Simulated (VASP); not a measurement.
# Ga2GeO (P4/mmm) in VASP: a series of runs, part 2 of 2

VASP 6.6.1. The steps go on from the part before.

**4. Relaxation of cell and atoms, PBE**

File INCAR:

```
SYSTEM = Ga2GeO
ALGO     = Normal         ! electronic algorithm
EDIFF    = 1E-6           ! SCF threshold, eV
EDIFFG   = -0.04          ! ionic threshold
ENCUT    = 600            ! plane-wave cutoff, eV
GGA      = PE             ! functional
IBRION   = 2              ! ionic algorithm
ISIF     = 3              ! what is computed and relaxed
ISMEAR   = 0              ! smearing method
LASPH    = .TRUE.         ! aspherical terms in the spheres
LCHARG   = .FALSE.        ! write CHGCAR
LREAL    = .FALSE.        ! projectors in reciprocal space
LWAVE    = .FALSE.        ! write WAVECAR
NELM     = 100            ! most SCF steps
NSW      = 90             ! ionic steps
PREC     = Accurate       ! precision mode
SIGMA    = 0.1            ! smearing width, eV
```

File KPOINTS:

```
k-points
0
G
  6 6 4
  0 0 0
```

File POSCAR:

```
Ga2GeO
1.0
    3.3473825200      0.0000000000      0.0000000000
    0.0000000000      3.3473825200      0.0000000000
    0.0000000000      0.0000000000      4.7283652000
Ga Ge O
2 1 1
Direct
    0.0000000000      0.0000000000      0.5000000000
    0.5000000000      0.5000000000      0.0000000000
    0.0000000000      0.0000000000      0.0000000000
    0.5000000000      0.5000000000      0.5000000000
```

Potentials or basis: VASP PAW PBE potentials, release 64 (Ga_d, Ge_d, O).

Command:

```sh
cat potpaw_PBE.64/Ga_d/POTCAR potpaw_PBE.64/Ge_d/POTCAR potpaw_PBE.64/O/POTCAR > POTCAR
mpirun -np 1 vasp_std > vasp.out
```

OUTCAR:

```text
SYSTEM = Ga2GeO
   EDIFF = 1E-6
   EDIFFG = -0.04
   ENCUT = 600
   GGA = PE
   IBRION = 2
   ISIF = 3
   ISMEAR = 0
   LASPH = .TRUE.
   LREAL = .FALSE.
   NELM = 100
   NSW = 90
   PREC = Accurate

 ion  position               nearest neighbor table
   1  0.000  0.000  0.500-   3 2.36   3 2.36   4 2.37   4 2.37   4 2.37   4 2.37
   2  0.500  0.500  0.000-   4 2.36   4 2.36   3 2.37   3 2.37   3 2.37   3 2.37
   3  0.000  0.000  0.000-   1 2.36   1 2.36   2 2.37   2 2.37   2 2.37   2 2.37
   4  0.500  0.500  0.500-   2 2.36   2 2.36   1 2.37   1 2.37   1 2.37   1 2.37

  LATTYP: Found a simple tetragonal cell.
 ALAT       =     3.3473825200
 C/A-ratio  =     1.4125559812

  Lattice vectors:

 A1 = (   3.3473825200,   0.0000000000,   0.0000000000)
 A2 = (   0.0000000000,   3.3473825200,   0.0000000000)
 A3 = (   0.0000000000,   0.0000000000,   4.7283652000)
[... 377 lines left out ...]
  free energy    TOTEN  =       -16.32543254 eV

  energy without entropy =      -16.32050479  energy(sigma->0) =      -16.32296867

 E-fermi :   5.4116     XC(G=0): -11.1237

 val. band max:        5.3674348008   @ k =   0.1667   0.0000   0.5000
 cond. band min:       5.4272429651   @ k =   0.0000   0.0000   0.0000
 fundamental gap:      0.0598081643
 Fermi energy:         5.4116063816

 k-point     1 :       0.0000    0.0000    0.0000
  band No.  band energies     occupation
      1     -19.0921      2.00000
      2     -19.0848      2.00000
      3     -19.0729      2.00000
      4     -19.0344      2.00000
      5     -19.0344      2.00000
      6     -11.9150      2.00000
[... 709 lines left out ...]
     26       9.2972      0.00000
     27      10.5727      0.00000

 [... further k-points ...]

------------------------ aborting loop because EDIFF is reached ----------------------------------------

  FORCE on cell =-STRESS in cart. coord.  units (eV):
  Direction    XX          YY          ZZ          XY          YZ          ZX
  --------------------------------------------------------------------------------------
  -------------------------------------------------------------------------------------
  Total       -0.0117099     -0.0117099     -0.0431014      0.0000000      0.0000000      0.0000000
  in kB       -0.2976044     -0.2976044     -1.0954105      0.0000000      0.0000000      0.0000000
  external PRESSURE =      -0.5635398 kB  Pullay stress =       0.0000000 kB
[... 19 lines left out ...]
  FREE ENERGIE OF THE ION-ELECTRON SYSTEM (eV)
  ---------------------------------------------------
  free  energy   TOTEN  =       -16.3254325391 eV

  energy  without entropy=      -16.3205047918  energy(sigma->0) =      -16.32296867

 reached required accuracy - stopping structural energy minimisation
```

OSZICAR:

```text
N       E                     dE             d eps       ncg     rms          rms(c)
DAV:   1     0.384615783962E+03    0.38462E+03   -0.25237E+04  1803   0.443E+03
DAV:   2     0.490105749184E+02   -0.33561E+03   -0.32725E+03  1636   0.707E+02
DAV:   3    -0.133223258742E+02   -0.62333E+02   -0.59893E+02  1886   0.206E+02
[... 59 lines left out ...]
DAV:   3    -0.163253678607E+02    0.20835E-02   -0.45491E-03  1810   0.111E+00    0.430E-02
DAV:   4    -0.163254329058E+02   -0.65045E-04   -0.10959E-03  1740   0.509E-01    0.221E-02
DAV:   5    -0.163254328143E+02    0.91432E-07   -0.11412E-04  2093   0.117E-01    0.135E-02
DAV:   6    -0.163254325711E+02    0.24321E-06   -0.18709E-05  1844   0.718E-02    0.440E-03
DAV:   7    -0.163254325391E+02    0.31984E-07   -0.22485E-06  1133   0.337E-02
   6 F= -.16325433E+02 E0= -.16322969E+02  d E =-.377231E-02
```

Run time: 3.1 min. Hardware: 1 thread of Intel Xeon Platinum 8375C at 2.90GHz (Ice Lake), shared host; peak memory 0.21 GiB.

What came out:

```yaml
Free_energy: -16.3254 eV
Relaxed_volume: 15.76 Å³/atom
Relaxed_cell: a = 3.586 Å, b = 3.586 Å, c = 4.904 Å, α = 90.00°, β = 90.00°, γ = 90.00°
Space_group_after_relaxing_to_0.05_Å: P4/mmm (No. 123)
Energy_gained_by_relaxing: 150.3 meV/atom
Ionic_steps: 6
Pressure_after_relaxing: -0.1 GPa
Band_gap_on_the_k_mesh: zero (band 23 reaches 7.03 eV, above the bottom of band 24 at 3.50 eV)
```

Stress tensor (GPa, compression positive):
```
-0.03  0.00  0.00
 0.00 -0.03  0.00
 0.00  0.00 -0.11
```

Step by step:
| step | energy change (eV) | largest force (eV/Å) | pressure (GPa) | volume (Å³) |
| --- | --- | --- | --- | --- |
| 1 | 0.0000 | 0.0000 | 22.05 | 52.98 |
| 2 | -0.5051 | 0.0000 | -5.51 | 68.21 |
| 3 | -0.5974 | 0.0000 | 0.01 | 62.96 |
| 4 | -0.5974 | 0.0000 | -0.18 | 63.17 |
| 5 | -0.6005 | 0.0000 | -0.08 | 63.09 |
| 6 | -0.6012 | 0.0000 | -0.06 | 63.04 |

Final structure:
```
Ga Ge O
1.0
     3.58553    0.00000    0.00000
     0.00000    3.58553    0.00000
     0.00000    0.00000    4.90365
Ga Ge O
2 1 1
Direct
  0.00000 0.00000 0.50000
  0.50000 0.50000 0.00000
  0.00000 0.00000 0.00000
  0.50000 0.50000 0.50000
```

Caveat: the volume moved by over 15 % at a fixed basis, so the end points are rough.

**5. Single point, PBE**

This run uses another cell than the first one, of 15.72 Å³/atom, 1.187 times its volume.

File INCAR:

```
ALGO = Normal ; EDIFF = 1E-7
ENCUT = 520 ; GGA = PE
ISIF = 2 ; ISMEAR = 0
LASPH = T ; LCHARG = F
LREAL = F ; LWAVE = F
NBANDS = 31 ; NELM = 80
PREC = Accurate ; SIGMA = 0.1
```

File KPOINTS:

```
k-points
0
Gamma
  14 14 10
```

File POSCAR:

```
Ga2GeO
1.0
    3.5741095306      0.0000000000      0.0000000000
    0.0000000000      3.5741095306      0.0000000000
    0.0000000000      0.0000000000      4.9225467983
Ga Ge O
2 1 1
Direct
    0.0000000000      0.0000000000      0.5000000000
    0.5000000000      0.5000000000      0.0000000000
    0.0000000000      0.0000000000      0.0000000000
    0.5000000000      0.5000000000      0.5000000000
```

Potentials or basis: VASP PAW PBE potentials, release 64 (Ga_d, Ge_d, O).

Command:

```sh
cat potpaw_PBE.64/Ga_d/POTCAR potpaw_PBE.64/Ge_d/POTCAR potpaw_PBE.64/O/POTCAR > POTCAR
mpirun -np 1 vasp_std > vasp.out
```

OUTCAR:

```text
EDIFF = 1E-7
   ENCUT = 520
   GGA = PE
   ISIF = 2
   ISMEAR = 0
   LASPH = T
   LREAL = F
   NELM = 80
   PREC = Accurate

 ion  position               nearest neighbor table
   1  0.000  0.000  0.500-   3 2.46   3 2.46
   2  0.500  0.500  0.000-   3 2.53   3 2.53   3 2.53   3 2.53
   3  0.000  0.000  0.000-   1 2.46   1 2.46   2 2.53   2 2.53   2 2.53   2 2.53
   4  0.500  0.500  0.500-

  LATTYP: Found a simple tetragonal cell.
 ALAT       =     3.5741095306
 C/A-ratio  =     1.3772792233

  Lattice vectors:

 A1 = (   3.5741095306,   0.0000000000,   0.0000000000)
 A2 = (   0.0000000000,   3.5741095306,   0.0000000000)
 A3 = (   0.0000000000,   0.0000000000,   4.9225467983)

Analysis of symmetry for initial positions (statically):
=====================================================================
 Subroutine PRICEL returns:
 Original cell was already a primitive cell.

 Routine SETGRP: Setting up the symmetry group for a
 simple tetragonal supercell.

 Subroutine GETGRP returns: Found 16 space group operations
 (whereof 16 operations were pure point group operations)
 out of a pool of 16 trial point group operations.

The static configuration has the point symmetry D_4h.

Analysis of symmetry for dynamics (positions and initial velocities):
=====================================================================
 Subroutine PRICEL returns:
 Original cell was already a primitive cell.

 Routine SETGRP: Setting up the symmetry group for a
 simple tetragonal supercell.

 Subroutine GETGRP returns: Found 16 space group operations
 (whereof 16 operations were pure point group operations)
 out of a pool of 16 trial point group operations.

The dynamic configuration has the point symmetry D_4h.

 Subroutine INISYM returns: Found 16 space group operations
 (whereof 16 operations are pure point group operations),
[... 110 lines left out ...]
   PSTRESS=    0.0 pullay stress
   NELECT =      46.0000    total number of electrons
   NUPDOWN=      -1.0000    fix difference up-down
   EMIN   =  10.00;   EMAX   =-10.00  energy-range for DOS
   EFERMI =   0.00;   METHOD = LEGACY
   ISMEAR =     0;   SIGMA  =   0.10  broadening in eV -4-tet -1-fermi 0-gaus
   EFERMI_NEDOS =   21; number of points for ismear=-14 and -15
   IALGO  =     38    algorithm
   IMIX   =      4    mixing-type and parameters
     AMIX     =   0.40;   BMIX     =  1.00
     AMIX_MAG =   1.60;   BMIX_MAG =  1.00
  volume/ion in A,a.u.               =      15.72       106.09
  Fermi-wavevector in a.u.,A,eV,Ry     =   1.475091  2.787518 29.604842  2.175895
  Thomas-Fermi vector in A             =   2.589783
   LORBIT       =      0    0 simple, 1 ext, 2 COOP (PROOUT), +10 PAW based schemes
   GGA     = PE    functional components
   LHFCALC =     F    Hartree Fock is set to
   AEXX    =    0.0000 exact exchange contribution
   IVDW    =     0    specifies the selected vdW correction
   LEPSILON=     F    determine dielectric tensor
   LRPA    =     F    only Hartree local field effects (RPA)
 non-spin polarized calculation
 Gauss-broadening in eV      SIGMA  =   0.10
  energy-cutoff  :      520.00
  volume of cell :       62.88
 maximum number of plane-waves:      1728
 NGX is ok and might be reduce to    28
   NGX = 13   NGY = 13   NGZ = 19

 number of electron      46.0000029 magnetization

 Free energy of the ion-electron system (eV)
  ---------------------------------------------------
  ext. energy  EPLUGINS =         0.00000000
  ---------------------------------------------------
  free energy    TOTEN  =       -16.25300060 eV

  energy without entropy =      -16.24724141  energy(sigma->0) =      -16.25012101

 E-fermi :   5.3340     XC(G=0): -11.1376

 val. band max:        5.3331038091   @ k =   0.4286   0.4286   0.5000
 cond. band min:       5.3399961867   @ k =   0.1429   0.0000   0.4000
 fundamental gap:      0.0068923776
 Fermi energy:         5.3340389554

 k-point     1 :       0.0000    0.0000    0.0000
  band No.  band energies     occupation
      1     -19.0866      2.00000
      2     -19.0722      2.00000
      3     -19.0675      2.00000
      4     -19.0238      2.00000
      5     -19.0238      2.00000
      6     -11.8926      2.00000
[... 805 lines left out ...]
     30      13.6642      0.00000
     31      15.7309      0.00000

 [... further k-points ...]
[... 5 lines left out ...]
  --------------------------------------------------------------------------------------
  -------------------------------------------------------------------------------------
  Total        0.0337841      0.0337841      0.0519306      0.0000000      0.0000000      0.0000000
  in kB        0.8607891      0.8607891      1.3231468      0.0000000      0.0000000      0.0000000
  external PRESSURE =       1.0149083 kB  Pullay stress =       0.0000000 kB

 VOLUME and BASIS-vectors are now :
 -----------------------------------------------------------------------------
  energy-cutoff  :      520.00
  volume of cell :       62.88
      direct lattice vectors                 reciprocal lattice vectors
     3.574109531  0.000000000  0.000000000     0.279789970  0.000000000  0.000000000
     0.000000000  3.574109531  0.000000000     0.000000000  0.279789970  0.000000000
     0.000000000  0.000000000  4.922546798     0.000000000  0.000000000  0.203146875

 POSITION                                       TOTAL-FORCE (eV/Angst)
 -----------------------------------------------------------------------------------
      0.00000      0.00000      2.46127         0.000000      0.000000      0.000000
      1.78705      1.78705      0.00000         0.000000      0.000000      0.000000
      0.00000      0.00000      0.00000         0.000000      0.000000      0.000000
      1.78705      1.78705      2.46127         0.000000      0.000000      0.000000
 -----------------------------------------------------------------------------------
    total drift:                                0.000000      0.000000     -0.000000

  FREE ENERGIE OF THE ION-ELECTRON SYSTEM (eV)
  ---------------------------------------------------
  free  energy   TOTEN  =       -16.2530006034 eV

  energy  without entropy=      -16.2472414149  energy(sigma->0) =      -16.25012101
```

It took 6 min on 1 thread of Intel Xeon Platinum 8375C at 2.90GHz (Ice Lake), shared host; peak memory 0.48 GiB.

What came out:

- Free energy: -16.2530 eV
- Pressure: 0.1 GPa
- Band gap on the k mesh: zero (band 23 reaches 6.88 eV, above the bottom of band 24 at 2.81 eV)

Levels at points of the mesh, in eV from the Fermi level:
```
           k point  band 19  band 20  band 21  band 22  band 23  band 24  band 25  band 26  band 27  band 28
(0.00, 0.00, 0.00)    -3.48    -2.82    -2.82    -0.87     0.11     0.11     1.41     4.79     7.73     8.04
(0.50, 0.00, 0.00)    -4.42    -3.49    -2.63    -2.02     0.75     1.74     2.68     4.39     4.71     5.45
(0.50, 0.50, 0.00)    -5.37    -3.70    -3.12    -2.43    -2.43    -1.79    -0.99     5.30     5.30     6.19
(0.00, 0.00, 0.50)    -2.63    -2.50    -2.50    -0.31    -0.31     0.74     2.86     5.36     6.37     6.69
(0.50, 0.00, 0.50)    -7.05    -1.94    -1.36    -0.61     0.53     2.35     3.88     4.03     5.31     5.90
(0.50, 0.50, 0.50)    -5.04    -4.22    -4.22    -4.04    -4.04    -0.09     4.48     4.48     4.61     6.19
```

**6. Overview**

| task | cell | k mesh | cutoff (eV) | gap on the mesh (eV) | pressure (GPa) |
| --- | --- | --- | --- | --- | --- |
| single point | a = 3.347, b = 3.347, c = 4.728 Å, 4 atoms | 6 × 6 × 4 | 520 | none | 22.1 |
| single point | a = 3.582, b = 3.582, c = 4.898 Å, 4 atoms | 6 × 6 × 4 | 520 | none | 0.2 |
| relaxation of cell and atoms | relaxed from a = 3.347, b = 3.347, c = 4.728 Å, 4 atoms | 6 × 6 × 4 | 600 | none | -0.1 |
| single point | a = 3.574, b = 3.574, c = 4.923 Å, 4 atoms | 14 × 14 × 10 | 520 | none | 0.1 |

Alike in all rows: level PBE; potentials or basis VASP PAW PBE potentials, release 64 (Ga_d, Ge_d, O); no spin polarisation; smearing gaussian 0.1 eV.

Caveats: the volume moved by over 15 % at a fixed basis, so the end points are rough (some runs).

Absolute energies hang on the potentials; compare differences alone.
